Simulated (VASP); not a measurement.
Wanted: the native input for a VASP 6.6.1 run.

```yaml
Task: single point
Functional: PBE
Potentials_or_basis: VASP PAW PBE potentials, release 64 (Be, Zn, O)
Cutoff: 520 eV
k_mesh: 6 × 6 × 4
Occupations: gaussian, width 0.2 eV
Spin: no spin polarisation
Dipole_correction: no
Further_INCAR_settings: ALGO = Normal; EDIFF = 1e-07; NBANDS = 35
```

The structure of Be3ZnO lies in POSCAR:

```
Be3ZnO
1.0
    4.4617691302     -0.0055119727      0.0017453412
   -2.2290830058      4.2789573848     -0.6344474321
   -0.0028973700     -0.7934137054      5.0880639974
Be Zn O
6 2 2
Direct
    0.8610061786      0.1582277263      0.0561756804
    0.8610233147      0.1582274137      0.5561836432
    0.7776261574      0.6200631675      0.1716287304
    0.7776194675      0.6200505749      0.6716380496
    0.4092397982      0.1864229324     -0.1867183935
    0.4092514606      0.1864267597      0.3132687913
    0.2977122340      0.6694904344     -0.0658703506
    0.2977087551      0.6694922870      0.4341248552
    0.9877438369      0.0324696815      0.2747837645
    0.9877354637      0.0324623560      0.7747852295
```

One way to write it, as run:

INCAR

```
SYSTEM = Be3ZnO
ALGO = Normal
EDIFF = 1E-7
ENCUT = 520
GGA = PE
ISIF = 2
ISMEAR = 0
LASPH = .True.
LCHARG = .True.
LELF = .True.
LREAL = .False.
LVHAR = .True.
LWAVE = .False.
NBANDS = 35
NELM = 60
PREC = Accurate
SIGMA = 0.2
```

KPOINTS

```
k-points
0
Gamma
  6 6 4
  0 0 0
```

Potentials or basis: VASP PAW PBE potentials, release 64 (Be, Zn, O).

Command:

```bash
$ cat potpaw_PBE.64/Be/POTCAR potpaw_PBE.64/Zn/POTCAR potpaw_PBE.64/O/POTCAR > POTCAR
$ mpirun -np 1 vasp_std > vasp.out
```

It gave:

```json
{
  "Pressure": "0.3 GPa",
  "Largest force": "0.040 eV/Å",
  "Band gap on the k mesh": "zero (bands 24 and 25 overlap by 0.61 eV)"
}
```

Caveat: semilocal functionals underestimate gaps, so a narrow gap can read as zero.

It took 3.8 min on 1 thread of Intel(R) Xeon(R) Platinum 8559C (Emerald Rapids), with other jobs on the host, peak memory 0.35 GiB.
